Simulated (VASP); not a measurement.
# PtS2 in VASP: a series of runs

Runs on PtS2. Level: PBE+D3(BJ). Tasks: single point.

All numbers are computed with VASP 6.6.1; they aren't measurements. Logs are shortened: lines on timing, memory, paths and dates and some standing lists are left out, and cuts for length are marked.

**1. The cell of the first run**

The cell holds a slab with vacuum, 6 atoms: a = 3.542 Å, b = 3.542 Å, c = 22.467 Å, α = 90.00°, β = 90.00°, γ = 120.00°.

**2. Single point, PBE+D3(BJ)**

File INCAR:

```
SYSTEM = PtS2
ALGO = Normal
DIPOL = 0.5 0.5 0.387
EDIFF = 1E-7
ENCUT = 520
GGA = PE
IDIPOL = 3
ISIF = 2
ISMEAR = 0
IVDW = 12
LASPH = .True.
LCHARG = .False.
LDIPOL = .True.
LREAL = .False.
LWAVE = .False.
NBANDS = 31
NELM = 80
PREC = Accurate
SIGMA = 0.05
```

File KPOINTS:

```
k-points
0
Gamma
  9 9 1
  0 0 0
```

File POSCAR:

```
PtS2
1.0
    3.5415278079      0.0000000000      0.0000000000
   -1.7707639039      3.0670530498      0.0000000000
    0.0000000000      0.0000000000     22.4670615492
S Pt
4 2
Direct
    0.6666666667      0.3333333333      0.2002932155
    0.3333333333      0.6666666667      0.3108341854
    0.3333333333      1.1666666667      0.4639472212
    0.0000000000      1.5000000000      0.5744881911
    0.0000000000      0.0000000000      0.2555637004
   -0.3333333333      0.8333333333      0.5192177062
```

Potentials or basis: VASP PAW PBE potentials, release 64 (S, Pt).

Started as:

```sh
> cat potpaw_PBE.64/S/POTCAR potpaw_PBE.64/Pt/POTCAR > POTCAR
> mpirun -np 1 vasp_std > vasp.out
```

OUTCAR:

```text
SYSTEM = PtS2
   EDIFF = 1E-7
   ENCUT = 520
   GGA = PE
   ISIF = 2
   ISMEAR = 0
   IVDW = 12
   LASPH = .True.
   LREAL = .False.
   NELM = 80
   PREC = Accurate
 IVDW          = 12

 ion  position               nearest neighbor table
   1  0.667  0.333  0.200-   5 2.39   5 2.39   5 2.39
   2  0.333  0.667  0.311-   5 2.39   5 2.39   5 2.39
   3  0.333  0.167  0.464-   6 2.39   6 2.39   6 2.39
   4  0.000  0.500  0.574-   6 2.39   6 2.39   6 2.39
   5  0.000  0.000  0.256-   1 2.39   1 2.39   1 2.39   2 2.39   2 2.39   2 2.39
   6  0.667  0.833  0.519-   4 2.39   4 2.39   4 2.39   3 2.39   3 2.39   3 2.39

  LATTYP: Found a hexagonal cell.
 ALAT       =     3.5415278079
 C/A-ratio  =     6.3438896340

  Lattice vectors:

 A1 = (   3.5415278079,   0.0000000000,   0.0000000000)
 A2 = (  -1.7707639039,   3.0670530498,   0.0000000000)
 A3 = (   0.0000000000,   0.0000000000,  22.4670615492)

Analysis of symmetry for initial positions (statically):
=====================================================================
 Subroutine PRICEL returns:
 Original cell was already a primitive cell.

 Routine SETGRP: Setting up the symmetry group for a
 hexagonal supercell.

 Subroutine GETGRP returns: Found  4 space group operations
 (whereof  2 operations were pure point group operations)
 out of a pool of 24 trial point group operations.

The static configuration has the point symmetry C_1h.
 The point group associated with its full space group is C_2h.

Analysis of symmetry for dynamics (positions and initial velocities):
=====================================================================
 Subroutine PRICEL returns:
 Original cell was already a primitive cell.

 Routine SETGRP: Setting up the symmetry group for a
 hexagonal supercell.

 Subroutine GETGRP returns: Found  4 space group operations
 (whereof  2 operations were pure point group operations)
 out of a pool of 24 trial point group operations.

The dynamic configuration has the point symmetry C_1h.
 The point group associated with its full space group is C_2h.

 Subroutine INISYM returns: Found  4 space group operations
 (whereof  2 operations are pure point group operations),
 and found     1 'primitive' translations

----------------------------------------------------------------------------------------

                                     Primitive cell

  volume of cell :     244.0384

  direct lattice vectors                    reciprocal lattice vectors
     3.541527808  0.000000000  0.000000000     0.282364012  0.163022938  0.000000000
    -1.770763904  3.067053050  0.000000000     0.000000000  0.326045877  0.000000000
     0.000000000  0.000000000 22.467061549     0.000000000  0.000000000  0.044509603

  length of vectors
     3.541527808  3.541527808 22.467061549     0.326045877  0.326045877  0.044509603

  position of ions in fractional coordinates (direct lattice)
     0.666666667  0.333333333  0.200293215
     0.333333333  0.666666667  0.310834185
     0.333333333  0.166666667  0.463947221
     0.000000000  0.500000000  0.574488191
     0.000000000  0.000000000  0.255563700
     0.666666667  0.833333333  0.519217706

  ion indices of the primitive-cell ions
   primitive index   ion index
                 1           1
                 2           2
                 3           3
                 4           4
                 5           5
                 6           6

----------------------------------------------------------------------------------------

 KPOINTS: k-points

Automatic generation of k-mesh.
 Grid dimensions read from file:
 generate k-points for:    9    9    1

 Generating k-lattice:

  Cartesian coordinates                     Fractional coordinates (reciprocal lattice)
     0.031373779  0.018113660  0.000000000     0.111111111 -0.000000000  0.000000000
     0.000000000  0.036227320  0.000000000     0.000000000  0.111111111  0.000000000
     0.000000000  0.000000000  0.044509603     0.000000000  0.000000000  1.000000000

  Length of vectors
     0.036227320  0.036227320  0.044509603

  Shift w.r.t. Gamma in fractional coordinates (k-lattice)
     0.000000000  0.000000000  0.000000000

 Subroutine IBZKPT returns following result:
 ===========================================

 Found     25 irreducible k-points:

 Following reciprocal coordinates:
            Coordinates               Weight
  0.000000  0.000000  0.000000      1.000000
  0.111111 -0.000000  0.000000      2.000000
  0.000000  0.111111  0.000000      4.000000
  0.222222  0.000000  0.000000      2.000000
  0.000000  0.222222  0.000000      4.000000
  0.333333 -0.000000  0.000000      2.000000
[... 16 lines left out ...]
 -0.222222 -0.444444  0.000000      4.000000
  0.444444  0.333333  0.000000      4.000000
   k-points           NKPTS =     25   k-points in BZ     NKDIM =     25   number of bands    NBANDS=     31
   number of dos      NEDOS =    301   number of ions     NIONS =      6
   total plane-waves  NPLWV = 131712
   dimension x,y,z NGX =    28 NGY =   28 NGZ =  168
   dimension x,y,z NGXF=    56 NGYF=   56 NGZF=  336
   ions per type =               4   2
   NGX,Y,Z   is equivalent  to a cutoff of  13.14, 13.14, 12.43 a.u.
   NGXF,Y,Z  is equivalent  to a cutoff of  26.29, 26.29, 24.86 a.u.
 SYSTEM =  PtS2
   PREC   = accura    normal or accurate (medium, high low for compatibility)
   ISTART =      0    job   : 0-new  1-cont  2-samecut
   ICHARG =      2    charge: 1-file 2-atom 10-const
   ISPIN  =      1    spin polarized calculation?
   LNONCOLLINEAR =      F non collinear calculations
   LSORBIT =      F    spin-orbit coupling
   LASPH  =      T    aspherical Exc in radial PAW
   ENCUT  =  520.0 eV  38.22 Ry    6.18 a.u.   6.58  6.58 41.77*2*pi/ulx,y,z
   NELM   =     80;   NELMIN=  2; NELMDL= -5     # of ELM steps
   EDIFF  = 0.1E-06   stopping-criterion for ELM
   LREAL  =      F    real-space projection
   EDIFFG = 0.1E-05   stopping-criterion for IOM
   NSW    =      0    number of steps for IOM
   IBRION =     -1    ionic relax: 0-MD 1-quasi-New 2-CG
   NFREE  =      0    steps in history (QN), initial steepest desc. (CG)
   ISIF   =      2    stress and relaxation
   ISYM   =      2    0-nonsym 1-usesym 2-fastsym
   POTIM  = 0.5000    time-step for ionic-motion
   TEBEG  =    0.0;   TEEND  =   0.0 temperature during run
   PSTRESS=    0.0 pullay stress
   NELECT =      44.0000    total number of electrons
   NUPDOWN=      -1.0000    fix difference up-down
   EMIN   =  10.00;   EMAX   =-10.00  energy-range for DOS
   EFERMI =   0.00;   METHOD = LEGACY
   ISMEAR =     0;   SIGMA  =   0.05  broadening in eV -4-tet -1-fermi 0-gaus
   EFERMI_NEDOS =   21; number of points for ismear=-14 and -15
   IALGO  =     38    algorithm
   IMIX   =      4    mixing-type and parameters
     AMIX     =   0.40;   BMIX     =  1.00
     AMIX_MAG =   1.60;   BMIX_MAG =  1.00
  volume/ion in A,a.u.               =      40.67       274.48
  Fermi-wavevector in a.u.,A,eV,Ry     =   0.924854  1.747720 11.637800  0.855354
  Thomas-Fermi vector in A             =   2.050645
   LORBIT       =      0    0 simple, 1 ext, 2 COOP (PROOUT), +10 PAW based schemes
   GGA     = PE    functional components
   LHFCALC =     F    Hartree Fock is set to
   AEXX    =    0.0000 exact exchange contribution
   IVDW    =    12    specifies the selected vdW correction
   LEPSILON=     F    determine dielectric tensor
   LRPA    =     F    only Hartree local field effects (RPA)
 non-spin polarized calculation
 Gauss-broadening in eV      SIGMA  =   0.05
  energy-cutoff  :      520.00
  volume of cell :      244.04
 maximum number of plane-waves:      6671
   NGX = 13   NGY = 13   NGZ = 83

 dipolmoment           0.000000      0.000000     -0.000000 electrons x Angstroem

 number of electron      44.0000001 magnetization

 dipolmoment           0.000000      0.000000      0.000000 electrons x Angstroem

 Free energy of the ion-electron system (eV)
  ---------------------------------------------------
  ext. energy  EPLUGINS =         0.00000000
  ---------------------------------------------------
  free energy    TOTEN  =       -30.90038652 eV

  energy without entropy =      -30.90038652  energy(sigma->0) =      -30.90038652

 E-fermi :  -0.3728     XC(G=0):  -5.4402

 val. band max:       -0.6117178124   @ k =   0.1111   0.1111   0.0000
 cond. band min:       0.8405103820   @ k =   0.2222   0.0000   0.0000
 fundamental gap:      1.4522281944
 Fermi energy:        -0.3727909239

 k-point     1 :       0.0000    0.0000    0.0000
  band No.  band energies     occupation
      1     -14.9086      2.00000
      2     -14.8682      2.00000
      3     -12.7368      2.00000
      4     -12.6409      2.00000
      5      -6.3906      2.00000
      6      -6.3896      2.00000
[... 23 lines left out ...]
     30       5.3304      0.00000
     31       5.5968      0.00000

 k-point     2 :       0.1111   -0.0000    0.0000
  band No.  band energies     occupation
      1     -14.7545      2.00000
      2     -14.7137      2.00000
      3     -12.7649      2.00000
      4     -12.6765      2.00000
      5      -6.4006      2.00000
      6      -6.3664      2.00000
[... 23 lines left out ...]
     30       5.9327      0.00000
     31       6.0263      0.00000

 k-point     3 :       0.0000    0.1111    0.0000
  band No.  band energies     occupation
      1     -14.7542      2.00000
      2     -14.7140      2.00000
      3     -12.7639      2.00000
      4     -12.6774      2.00000
      5      -6.4001      2.00000
      6      -6.3678      2.00000
[... 23 lines left out ...]
     30       5.9783      0.00000
     31       5.9956      0.00000

 k-point     4 :       0.2222    0.0000    0.0000
  band No.  band energies     occupation
      1     -14.3276      2.00000
      2     -14.2859      2.00000
      3     -12.8376      2.00000
      4     -12.7662      2.00000
      5      -6.3557      2.00000
      6      -6.2699      2.00000
[... 23 lines left out ...]
     30       5.9403      0.00000
     31       6.7642      0.00000

 k-point     5 :       0.0000    0.2222    0.0000
  band No.  band energies     occupation
      1     -14.3260      2.00000
      2     -14.2875      2.00000
      3     -12.8338      2.00000
      4     -12.7700      2.00000
      5      -6.3579      2.00000
      6      -6.2687      2.00000
[... 23 lines left out ...]
     30       5.9612      0.00000
     31       6.7744      0.00000
[... 542 lines left out ...]
     30       6.8821      0.00000
     31       7.4964      0.00000

 k-point    22 :       0.3333    0.2222    0.0000
  band No.  band energies     occupation
      1     -13.1178      2.00000
      2     -13.0830      2.00000
      3     -12.9620      2.00000
      4     -12.9316      2.00000
      5      -6.6539      2.00000
      6      -6.6269      2.00000
[... 23 lines left out ...]
     30       7.6497      0.00000
     31       7.8206      0.00000

 k-point    23 :      -0.2222   -0.4444    0.0000
  band No.  band energies     occupation
      1     -13.1005      2.00000
      2     -13.0969      2.00000
      3     -12.9493      2.00000
      4     -12.9477      2.00000
      5      -6.6584      2.00000
      6      -6.6234      2.00000
[... 23 lines left out ...]
     30       7.6024      0.00000
     31       7.8564      0.00000

 k-point    24 :       0.4444    0.3333    0.0000
  band No.  band energies     occupation
      1     -13.1104      2.00000
      2     -13.0882      2.00000
      3     -12.9570      2.00000
      4     -12.9386      2.00000
      5      -6.6530      2.00000
      6      -6.6287      2.00000
[... 23 lines left out ...]
     30       7.5091      0.00000
     31       8.0402      0.00000

 [... further k-points ...]

------------------------ aborting loop because EDIFF is reached ----------------------------------------

 vacuum level on the upper side and lower side of the slab       (xc-potential included)        -0.110        -0.110

 Edisp (eV)   -1.89146

 E8    (eV) :    -0.7840

  FORCE on cell =-STRESS in cart. coord.  units (eV):
  Direction    XX          YY          ZZ          XY          YZ          ZX
  --------------------------------------------------------------------------------------
  -------------------------------------------------------------------------------------
  Total      -0.51913    -0.47412    -0.87074    -0.03898    -0.00150    -0.00260
  in kB      -3.40820    -3.11273    -5.71662    -0.25589    -0.00986    -0.01708
  external pressure =       -4.08 kB  Pullay stress =        0.00 kB

 VOLUME and BASIS-vectors are now :
 -----------------------------------------------------------------------------
  energy-cutoff  :      520.00
  volume of cell :      244.04
      direct lattice vectors                 reciprocal lattice vectors
     3.541527808  0.000000000  0.000000000     0.282364012  0.163022938  0.000000000
    -1.770763904  3.067053050  0.000000000     0.000000000  0.326045877  0.000000000
     0.000000000  0.000000000 22.467061549     0.000000000  0.000000000  0.044509603

 POSITION                                       TOTAL-FORCE (eV/Angst)
 -----------------------------------------------------------------------------------
      1.77076      1.02235      4.50000        -0.003353     -0.001936      0.038956
     -0.00000      2.04470      6.98353        -0.008544     -0.004933      0.008475
      0.88538      0.51118     10.42353         0.008544      0.004933     -0.008475
     -0.88538      1.53353     12.90706         0.003353      0.001936     -0.038956
      0.00000      0.00000      5.74177         0.010166      0.005869      0.074473
      0.88538      2.55588     11.66530        -0.010166     -0.005869     -0.074473
 -----------------------------------------------------------------------------------
    total drift:                                0.000000      0.000000      0.000036

  FREE ENERGIE OF THE ION-ELECTRON SYSTEM (eV)
  ---------------------------------------------------
  free  energy   TOTEN  =       -32.7918439975 eV

  energy  without entropy=      -32.7918439975  energy(sigma->0) =      -32.79184400

 vacuum level on the upper side and lower side of the slab         5.389         5.389
```

Run time: 5.4 min. Hardware: 1 thread of Intel Xeon 6975P-C, shared host; peak memory 0.45 GiB.

What came out:

```yaml
Free_energy: -32.7918 eV
Largest_force: 0.075 eV/Å
Band_gap_on_the_k_mesh: 1.45 eV, indirect (least direct gap 1.55 eV)
Dispersion_energy_per_atom: -0.315 eV
```

Forces in eV/Å, atoms in the order of the input:
```
S   -0.003 -0.002  0.039
S   -0.009 -0.005  0.008
S    0.009  0.005 -0.008
S    0.003  0.002 -0.039
Pt   0.010  0.006  0.074
Pt  -0.010 -0.006 -0.074
```

Caveat: spin-orbit coupling is left out, which moves the levels of the heavy elements.

[end of part 1 of 2]
